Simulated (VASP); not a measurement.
# Cd2P3 (P-3m1) in VASP: single point with r2SCAN

Aim: the single point of Cd2P3 with r2SCAN.

All numbers are computed with VASP 6.6.1; they aren't measurements. Logs are shortened: lines on timing, memory, paths and dates and some standing lists are left out, and cuts for length are marked.

### 1 The cell of the first run

Symmetry: P-3m1, No. 164, trigonal system. Conventional cell: a = 3.959 Å, b = 3.959 Å, c = 8.363 Å, α = 90.00°, β = 90.00°, γ = 120.00°. Within 3.5 Å of Cd (site symmetry 3m) lie 4 P at 2.56 to 2.64 Å and 3 Cd at 3.49 Å. P (site symmetry -3m) has 6 Cd at 2.64 Å within 3.5 Å. Within 3.1 Å of P (site symmetry 3m) lie 3 P at 2.36 Å and 1 Cd at 2.56 Å.

### 2 Single point, r2SCAN

The input, POSCAR:

```
Cd2P3
1.0
    3.9588651262      0.0000000000      0.0000000000
   -1.9794325631      3.4284777695      0.0000000000
    0.0000000000      0.0000000000      8.3625138693
Cd P
2 3
Direct
    0.3333333333      0.6666666667      0.1579104296
    0.6666666667      0.3333333333      0.8420895704
    0.0000000000      0.0000000000      0.0000000000
    0.3333333333      0.6666666667      0.4637194208
    0.6666666667      0.3333333333      0.5362805792
```

The input, INCAR.step1:

```
SYSTEM = Cd2P3
ALGO     = Normal         ! electronic algorithm
EDIFF    = 1E-4           ! SCF threshold, eV
ENCUT    = 520            ! plane-wave cutoff, eV
GGA      = PE             ! functional
ISMEAR   = 0              ! smearing method
LASPH    = .TRUE.         ! aspherical terms in the spheres
LCHARG   = .FALSE.        ! write CHGCAR
LREAL    = .FALSE.        ! projectors in reciprocal space
LWAVE    = .TRUE.         ! write WAVECAR
NBANDS   = 28             ! bands
NELM     = 80             ! most SCF steps
PREC     = Accurate       ! precision mode
SIGMA    = 0.1            ! smearing width, eV
```

The input, INCAR.step2:

```
SYSTEM = Cd2P3
ALGO     = Normal         ! electronic algorithm
EDIFF    = 1E-6           ! SCF threshold, eV
ENCUT    = 520            ! plane-wave cutoff, eV
ISIF     = 2              ! what is computed and relaxed
ISMEAR   = 0              ! smearing method
ISTART   = 1            
LASPH    = .TRUE.         ! aspherical terms in the spheres
LCHARG   = .FALSE.        ! write CHGCAR
LMIXTAU  = .TRUE.       
LREAL    = .FALSE.        ! projectors in reciprocal space
LWAVE    = .FALSE.        ! write WAVECAR
METAGGA  = R2SCAN         ! meta-GGA
NBANDS   = 28             ! bands
NELM     = 80             ! most SCF steps
PREC     = Accurate       ! precision mode
SIGMA    = 0.1            ! smearing width, eV
```

The input, KPOINTS:

```
k-points
0
G
  12 12 6
  0 0 0
```

Potentials or basis: VASP PAW PBE potentials, release 64 (Cd, P).

Started as:

```sh
$ cat potpaw_PBE.64/Cd/POTCAR potpaw_PBE.64/P/POTCAR > POTCAR
$ cp INCAR.step1 INCAR
$ mpirun -np 1 vasp_std > vasp.out
$ cp INCAR.step2 INCAR
$ mpirun -np 1 vasp_std > vasp.out
```

OUTCAR:

```text
SYSTEM = Cd2P3
   EDIFF = 1E-6
   ENCUT = 520
   ISIF = 2
   ISMEAR = 0
   ISTART = 1
   LASPH = .TRUE.
   LREAL = .FALSE.
   METAGGA = R2SCAN
   NELM = 80
   PREC = Accurate

 ion  position               nearest neighbor table
   1  0.333  0.667  0.158-   4 2.56   3 2.64   3 2.64   3 2.64   2 3.49   2 3.49   2 3.49
   2  0.667  0.333  0.842-   5 2.56   3 2.64   3 2.64   3 2.64   1 3.49   1 3.49   1 3.49
   3  0.000  0.000  0.000-   1 2.64   2 2.64   2 2.64   1 2.64   2 2.64   1 2.64
   4  0.333  0.667  0.464-   5 2.36   5 2.36   5 2.36   1 2.56
   5  0.667  0.333  0.536-   4 2.36   4 2.36   4 2.36   2 2.56

  LATTYP: Found a hexagonal cell.
 ALAT       =     3.9588651262
 C/A-ratio  =     2.1123512933

  Lattice vectors:

 A1 = (   3.9588651262,   0.0000000000,   0.0000000000)
 A2 = (  -1.9794325631,   3.4284777695,   0.0000000000)
 A3 = (   0.0000000000,   0.0000000000,   8.3625138693)

Analysis of symmetry for initial positions (statically):
=====================================================================
 Subroutine PRICEL returns:
 Original cell was already a primitive cell.

 Routine SETGRP: Setting up the symmetry group for a
 hexagonal supercell.

 Subroutine GETGRP returns: Found 12 space group operations
 (whereof 12 operations were pure point group operations)
 out of a pool of 24 trial point group operations.

The static configuration has the point symmetry D_3d.

Analysis of symmetry for dynamics (positions and initial velocities):
=====================================================================
 Subroutine PRICEL returns:
 Original cell was already a primitive cell.

 Routine SETGRP: Setting up the symmetry group for a
 hexagonal supercell.

 Subroutine GETGRP returns: Found 12 space group operations
 (whereof 12 operations were pure point group operations)
 out of a pool of 24 trial point group operations.

The dynamic configuration has the point symmetry D_3d.

 Subroutine INISYM returns: Found 12 space group operations
 (whereof 12 operations are pure point group operations),
 and found     1 'primitive' translations

----------------------------------------------------------------------------------------

                                     Primitive cell

  volume of cell :     113.5034

  direct lattice vectors                    reciprocal lattice vectors
     3.958865126  0.000000000  0.000000000     0.252597643  0.145837317  0.000000000
    -1.979432563  3.428477770  0.000000000     0.000000000  0.291674634  0.000000000
     0.000000000  0.000000000  8.362513869     0.000000000  0.000000000  0.119581267

  length of vectors
     3.958865126  3.958865126  8.362513869     0.291674634  0.291674634  0.119581267

  position of ions in fractional coordinates (direct lattice)
     0.333333333  0.666666667  0.157910430
     0.666666667  0.333333333  0.842089570
     0.000000000  0.000000000  0.000000000
     0.333333333  0.666666667  0.463719421
     0.666666667  0.333333333  0.536280579

  ion indices of the primitive-cell ions
   primitive index   ion index
                 1           1
                 2           2
                 3           3
                 4           4
                 5           5

----------------------------------------------------------------------------------------

 KPOINTS: k-points

Automatic generation of k-mesh.
 Grid dimensions read from file:
 generate k-points for:   12   12    6

 Generating k-lattice:

  Cartesian coordinates                     Fractional coordinates (reciprocal lattice)
     0.021049804  0.012153110  0.000000000     0.083333333  0.000000000  0.000000000
     0.000000000  0.024306220  0.000000000     0.000000000  0.083333333  0.000000000
     0.000000000  0.000000000  0.019930211     0.000000000  0.000000000  0.166666667

  Length of vectors
     0.024306220  0.024306220  0.019930211

  Shift w.r.t. Gamma in fractional coordinates (k-lattice)
     0.000000000  0.000000000  0.000000000

 Subroutine IBZKPT returns following result:
 ===========================================

 Found    100 irreducible k-points:

 Following reciprocal coordinates:
            Coordinates               Weight
  0.000000  0.000000  0.000000      1.000000
  0.083333  0.000000  0.000000      6.000000
  0.166667 -0.000000  0.000000      6.000000
  0.250000 -0.000000  0.000000      6.000000
  0.333333  0.000000  0.000000      6.000000
  0.416667 -0.000000  0.000000      6.000000
[... 16 lines left out ...]
  0.166667 -0.000000  0.166667      6.000000
  0.000000  0.166667  0.166667      6.000000
 [... further k-points ...]
   k-points           NKPTS =    100   k-points in BZ     NKDIM =    100   number of bands    NBANDS=     28
   number of dos      NEDOS =    301   number of ions     NIONS =      5
   total plane-waves  NPLWV =  57600
   dimension x,y,z NGX =    30 NGY =   30 NGZ =   64
   dimension x,y,z NGXF=    60 NGYF=   60 NGZF=  128
   ions per type =               2   3
   NGX,Y,Z   is equivalent  to a cutoff of  12.60, 12.60, 12.72 a.u.
   NGXF,Y,Z  is equivalent  to a cutoff of  25.20, 25.20, 25.45 a.u.
 SYSTEM =  Cd2P3
   PREC   = accura    normal or accurate (medium, high low for compatibility)
   ISTART =      1    job   : 0-new  1-cont  2-samecut
   ICHARG =      0    charge: 1-file 2-atom 10-const
   ISPIN  =      1    spin polarized calculation?
   LNONCOLLINEAR =      F non collinear calculations
   LSORBIT =      F    spin-orbit coupling
   LASPH  =      T    aspherical Exc in radial PAW
   ENCUT  =  520.0 eV  38.22 Ry    6.18 a.u.   7.36  7.36 15.55*2*pi/ulx,y,z
   NELM   =     80;   NELMIN=  2; NELMDL=  0     # of ELM steps
   EDIFF  = 0.1E-05   stopping-criterion for ELM
   LREAL  =      F    real-space projection
   EDIFFG = 0.1E-04   stopping-criterion for IOM
   NSW    =      0    number of steps for IOM
   IBRION =     -1    ionic relax: 0-MD 1-quasi-New 2-CG
   NFREE  =      0    steps in history (QN), initial steepest desc. (CG)
   ISIF   =      2    stress and relaxation
   ISYM   =      2    0-nonsym 1-usesym 2-fastsym
   POTIM  = 0.5000    time-step for ionic-motion
   TEBEG  =    0.0;   TEEND  =   0.0 temperature during run
   PSTRESS=    0.0 pullay stress
   NELECT =      39.0000    total number of electrons
   NUPDOWN=      -1.0000    fix difference up-down
   EMIN   =  10.00;   EMAX   =-10.00  energy-range for DOS
   EFERMI =   0.00;   METHOD = LEGACY
   ISMEAR =     0;   SIGMA  =   0.10  broadening in eV -4-tet -1-fermi 0-gaus
   EFERMI_NEDOS =   21; number of points for ismear=-14 and -15
   IALGO  =     38    algorithm
   IMIX   =      4    mixing-type and parameters
     AMIX     =   0.40;   BMIX     =  1.00
     AMIX_MAG =   1.60;   BMIX_MAG =  1.00
  volume/ion in A,a.u.               =      22.70       153.19
  Fermi-wavevector in a.u.,A,eV,Ry     =   1.146639  2.166834 17.888684  1.314781
  Thomas-Fermi vector in A             =   2.283323
   LORBIT       =      0    0 simple, 1 ext, 2 COOP (PROOUT), +10 PAW based schemes
   METAGGA = R2SCAN    functional components
   LHFCALC =     F    Hartree Fock is set to
   AEXX    =    0.0000 exact exchange contribution
   IVDW    =     0    specifies the selected vdW correction
   LEPSILON=     F    determine dielectric tensor
   LRPA    =     F    only Hartree local field effects (RPA)
 non-spin polarized calculation
 Gauss-broadening in eV      SIGMA  =   0.10
  energy-cutoff  :      520.00
  volume of cell :      113.50
 maximum number of plane-waves:      3104
 NGX is ok and might be reduce to    30
   NGX = 15   NGY = 15   NGZ = 31

 number of electron      38.9999993 magnetization

 Free energy of the ion-electron system (eV)
  ---------------------------------------------------
  ext. energy  EPLUGINS =         0.00000000
  ---------------------------------------------------
  free energy    TOTEN  =       -66.63718903 eV

  energy without entropy =      -66.63238650  energy(sigma->0) =      -66.63478777

 E-fermi :   3.4782     XC(G=0): -10.1603

 val. band max:        3.4302982114   @ k =  -0.0833   0.3333   0.3333
 cond. band min:       3.4862115803   @ k =   0.0833   0.0833   0.3333
 fundamental gap:      0.0559133689
 Fermi energy:         3.4782322349

 k-point     1 :       0.0000    0.0000    0.0000
  band No.  band energies     occupation
      1     -10.9624      2.00000
      2      -8.0994      2.00000
      3      -5.9167      2.00000
      4      -5.6423      2.00000
      5      -5.6423      2.00000
      6      -5.4175      2.00000
[... 20 lines left out ...]
     27       9.0939      0.00000
     28      10.8249      0.00000

 k-point     2 :       0.0833    0.0000    0.0000
  band No.  band energies     occupation
      1     -10.8899      2.00000
      2      -8.0672      2.00000
      3      -5.9202      2.00000
      4      -5.6359      2.00000
      5      -5.6181      2.00000
      6      -5.4157      2.00000
[... 20 lines left out ...]
     27       9.2303      0.00000
     28      10.6316      0.00000

 k-point     3 :       0.1667   -0.0000    0.0000
  band No.  band energies     occupation
      1     -10.6750      2.00000
      2      -7.9819      2.00000
      3      -5.9452      2.00000
      4      -5.6232      2.00000
      5      -5.5538      2.00000
      6      -5.4044      2.00000
[... 20 lines left out ...]
     27       9.4296      0.00000
     28      10.3734      0.00000

 k-point     4 :       0.2500   -0.0000    0.0000
  band No.  band energies     occupation
      1     -10.3270      2.00000
      2      -7.8738      2.00000
      3      -6.0561      2.00000
      4      -5.6178      2.00000
      5      -5.5091      2.00000
      6      -5.4208      2.00000
[... 578 lines left out ...]
     27       9.2044      0.00000
     28      10.5941      0.00000

 k-point    23 :       0.1667   -0.0000    0.1667
  band No.  band energies     occupation
      1     -10.6731      2.00000
      2      -7.9903      2.00000
      3      -5.9325      2.00000
      4      -5.6253      2.00000
      5      -5.5494      2.00000
      6      -5.4324      2.00000
[... 20 lines left out ...]
     27       9.2020      0.00000
     28      10.4285      0.00000

 k-point    24 :       0.0000    0.1667    0.1667
  band No.  band energies     occupation
      1     -10.6732      2.00000
      2      -7.9890      2.00000
      3      -5.9330      2.00000
      4      -5.6212      2.00000
      5      -5.5578      2.00000
      6      -5.4390      2.00000
[... 20 lines left out ...]
     27       9.5687      0.00000
     28      10.2748      0.00000

 [... further k-points ...]

------------------------ aborting loop because EDIFF is reached ----------------------------------------

  FORCE on cell =-STRESS in cart. coord.  units (eV):
  Direction    XX          YY          ZZ          XY          YZ          ZX
  --------------------------------------------------------------------------------------
  -------------------------------------------------------------------------------------
  Total        0.0904406      0.0904406      0.1489337      0.0000000      0.0000000      0.0000000
  in kB        1.2766298      1.2766298      2.1022994      0.0000000      0.0000000      0.0000000
  external PRESSURE =       1.5518530 kB  Pullay stress =       0.0000000 kB

 VOLUME and BASIS-vectors are now :
 -----------------------------------------------------------------------------
  energy-cutoff  :      520.00
  volume of cell :      113.50
      direct lattice vectors                 reciprocal lattice vectors
     3.958865126  0.000000000  0.000000000     0.252597643  0.145837317  0.000000000
    -1.979432563  3.428477770  0.000000000     0.000000000  0.291674634  0.000000000
     0.000000000  0.000000000  8.362513869     0.000000000  0.000000000  0.119581267

 POSITION                                       TOTAL-FORCE (eV/Angst)
 -----------------------------------------------------------------------------------
     -0.00000      2.28565      1.32053        -0.000000      0.000000      0.018354
      1.97943      1.14283      7.04199        -0.000000      0.000000     -0.018354
      0.00000      0.00000      0.00000         0.000000      0.000000      0.000000
     -0.00000      2.28565      3.87786         0.000000      0.000000      0.023118
      1.97943      1.14283      4.48465         0.000000     -0.000000     -0.023118
 -----------------------------------------------------------------------------------
    total drift:                                0.000000     -0.000000      0.000000

  FREE ENERGIE OF THE ION-ELECTRON SYSTEM (eV)
  ---------------------------------------------------
  free  energy   TOTEN  =       -66.6371890338 eV

  energy  without entropy=      -66.6323865032  energy(sigma->0) =      -66.63478777
```

Wall time 9.6 min (1 thread of Intel Xeon Platinum 8488C (Sapphire Rapids), shared host); peak memory 0.42 GiB.

What came out:

```
Free energy            : -66.6372 eV
Pressure               : 0.2 GPa
Largest force          : 0.023 eV/Å
Band gap on the k mesh : zero (an odd number of electrons rules out a gap without spin polarisation)
```

Forces on the atoms (eV/Å):
```
Cd   0.000  0.000  0.018
Cd   0.000  0.000 -0.018
P    0.000  0.000  0.000
P    0.000  0.000  0.023
P    0.000  0.000 -0.023
```

Levels at points of the mesh, in eV from the Fermi level:
```csv
k point,band 17,band 18,band 19,band 20,band 21,band 22,band 23,band 24
"(0.00, 0.00, 0.00)",-1.86,-1.76,0.20,0.20,1.26,1.26,2.65,4.67
"(0.50, 0.00, 0.00)",-3.19,-1.15,-1.12,-0.90,1.36,2.99,3.40,3.66
"(0.00, 0.00, 0.50)",-2.61,0.27,0.27,0.60,1.16,1.16,2.00,4.78
"(0.50, 0.00, 0.50)",-2.78,-2.25,-1.21,-0.63,0.65,2.64,4.25,5.16
```

Caveat: the PAW data sets were made with another functional, which shifts forces and pressure a little.
